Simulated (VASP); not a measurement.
**Pt: single point with PBEsol**

The system is Pt, a slab with vacuum.

```xyz
3
Lattice="2.7704 0.0000 0.0000 0.0000 2.7704 0.0000 0.0000 0.0000 17.9179" Properties=species:S:1:pos:R:3 pbc="T T T"
Pt    1.3852    1.3852    7.0000
Pt    0.0000    0.0000    8.8995
Pt    1.3852    1.3852   10.7978
```

```yaml
Program: VASP 6.6.1
Task: single point
Functional: PBEsol
Potentials_or_basis: VASP PAW PBE potentials, release 64 (Pt)
Cutoff: 520 eV
k_mesh: 10 × 10 × 1
Occupations: gaussian, width 0.1 eV
Spin: no spin polarisation
```

```yaml
Largest_force: 0.008 eV/Å
Band_gap_on_the_k_mesh: zero (band 15 reaches 0.63 eV, above the bottom of band 16 at -0.65 eV)
```

Forces on the atoms (eV/Å):
```
Pt   0.000  0.000  0.008
Pt   0.000  0.000 -0.007
Pt   0.000  0.000  0.000
```

Levels at points of the mesh, in eV from the Fermi level:
| k point | band 11 | band 12 | band 13 | band 14 | band 15 | band 16 | band 17 | band 18 | band 19 | band 20 |
| --- | --- | --- | --- | --- | --- | --- | --- | --- | --- | --- |
| (0.00, 0.00, 0.00) | -1.42 | -1.38 | -1.38 | -0.38 | -0.28 | 0.11 | 0.16 | 0.16 | 2.02 | 5.52 |
| (0.50, 0.00, 0.00) | -1.77 | -1.02 | -0.44 | -0.31 | 0.05 | 0.61 | 1.76 | 1.78 | 4.13 | 4.46 |
| (0.50, 0.50, 0.00) | -0.63 | -0.16 | 0.37 | 0.89 | 0.90 | 3.59 | 3.59 | 7.50 | 7.50 | 7.86 |

Run time: 64 s on 1 thread of AMD EPYC 9R45 96-Core Processor (Zen 5), with other jobs on the host, peak memory 0.24 GiB.

Caveat: the PAW data sets were made with another functional, which shifts forces and pressure a little; spin-orbit coupling is left out, which moves the levels of the heavy elements.
